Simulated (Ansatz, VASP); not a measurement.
Ga: VASP beside Ansatz

Contents of INCAR:

```
SYSTEM = Ga
ALGO = Fast
EDIFF = 1E-7
ENCUT = 520
GGA = CA
ISIF = 2
ISMEAR = -1
LASPH = .TRUE.
LCHARG = .FALSE.
LREAL = .FALSE.
LWAVE = .FALSE.
NBANDS = 20
NELM = 60
PREC = Accurate
SIGMA = 0.05
```

KPOINTS

```
k-points
0
G
  10 10 8
  0 0 0
```

File POSCAR:

```
Ga
1.0
    1.4011994555     -4.0794863395      0.0000000000
    1.4011994555      4.0794863395      0.0000000000
   -0.1189930338      0.0000000000      3.3737493278
Ga
2
Direct
    0.1310000000      0.8690000000      0.7500000000
    0.8690000000      0.1310000000      0.2500000000
```

Contents of input.yaml:

```yaml
crystal:
  lattice:
    - [1.4011994555, -4.0794863395, 0.0]
    - [1.4011994555, 4.0794863395, 0.0]
    - [-0.1189930338, 0.0, 3.3737493278]
  atoms:
    - { symbol: Ga, position: [0.131, 0.869, 0.75] }
    - { symbol: Ga, position: [0.869, 0.131, 0.25] }
hamiltonian:
  xc: lda
  pseudopotentials: { kind: paw }
kpoints:
  mp_grid: { grid: [10, 10, 8] }
scf:
  occupations: { method: fermi_dirac, width: 0.05 }
output:
  forces: true
  stress: true
  eigenvalues: true
```

Alike in both runs: task single point; functional LDA; k mesh 10 × 10 × 8; occupations fermi-dirac, width 0.05 eV; no spin polarisation.

|  | VASP | Ansatz |
| --- | --- | --- |
| version | VASP 6.6.1 | Ansatz 0.2.0 |
| potentials or method | VASP PAW LDA potentials, release 64 (Ga_d) | Ansatz PAW |
| plane-wave cutoff (eV) | 520 | 420 |
| valence electrons in the cell | 26 | 26 |

VASP gave:

```
gap on the k mesh at the Fermi level (eV)                     : none
pressure (GPa)                                                : -5.5
traceless stress, the component that is largest in VASP (GPa) : -0.45
rms of the force components (eV/Å)                            : 0.093
```

Problem. What did Ansatz give for the same quantities?

Solution. gap on the k mesh at the Fermi level (eV): none; pressure (GPa): -5.5; traceless stress, the component that is largest in VASP (GPa): -0.45; rms of the force components (eV/Å): 0.091.

LDA's correlation is that of Perdew and Zunger in VASP and of Perdew and Wang (1992) in Ansatz. Atom by atom the forces differ by 0.002 eV/Å (rms over components). A gap of «none» marks a metal or a gap that the smearing closes.
